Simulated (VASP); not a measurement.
SnSe2: single point with r2SCAN

Crystal: SnSe2.

```
Sn Se
1.0
     3.69183    0.00000    0.00000
    -1.84591    3.19722    0.00000
     0.00000    0.00000    6.53960
Sn Se
1 2
Cartesian
  0.0000 0.0000 0.0000
  0.0000 2.1315 1.6349
  1.8459 1.0657 4.9047
```

This cell differs from its parent crystal: ratio of the length along z to the lengths across it x 1.1, volume and fractional coordinates fixed.

```json
{"Program": "VASP 6.6.1", "Task": "single point", "Functional": "r2SCAN", "Potentials or basis": "VASP PAW PBE potentials, release 64 (Sn_d, Se)", "Cutoff": "520 eV", "k mesh": "12 × 12 × 6", "Occupations": "gaussian, width 0.05 eV", "Spin": "no spin polarisation", "Dipole correction": "no", "Further INCAR settings": "ALGO = Normal; EDIFF = 1e-06; NBANDS = 20"}
```

```yaml
Pressure: 3.6 GPa
Largest_force: 0.170 eV/Å
Band_gap_on_the_k_mesh: 0.68 eV (least direct gap 1.36 eV)
```

Forces in eV/Å, atoms in the order of the input:
```
Sn   0.000  0.000  0.000
Se   0.000  0.000 -0.170
Se   0.000  0.000  0.170
```

Stress tensor (GPa, compression positive):
```
 5.76  0.00  0.00
 0.00  5.76  0.00
 0.00  0.00 -0.58
```

Levels at points of the mesh, in eV from the valence-band top:
| k point | band 10 | band 11 | band 12 | band 13 | band 14 | band 15 | band 16 | band 17 |
| --- | --- | --- | --- | --- | --- | --- | --- | --- |
| (0.00, 0.00, 0.00) | -0.47 | -0.47 | -0.15 | -0.15 | 1.69 | 3.94 | 5.24 | 5.24 |
| (0.50, 0.00, 0.00) | -3.34 | -2.51 | -1.58 | -0.43 | 1.23 | 4.19 | 5.56 | 5.72 |
| (0.00, 0.00, 0.50) | -0.54 | -0.54 | -0.05 | -0.05 | 3.12 | 3.87 | 5.07 | 5.07 |
| (0.50, 0.00, 0.50) | -2.59 | -2.38 | -1.16 | -0.70 | 0.68 | 4.18 | 4.94 | 5.78 |

Wall time 8.7 min on 1 thread of Intel Xeon 8259CL, with other jobs on the host, peak memory 0.31 GiB.

Caveat: the stress differs along the axes, from -1 to 6 GPa; semilocal functionals underestimate gaps, and a narrow one can read as zero; the PAW data sets were made with another functional, which shifts forces and pressure a little; spin-orbit coupling is left out, which moves the levels of the heavy elements. A k mesh can miss the band edges.
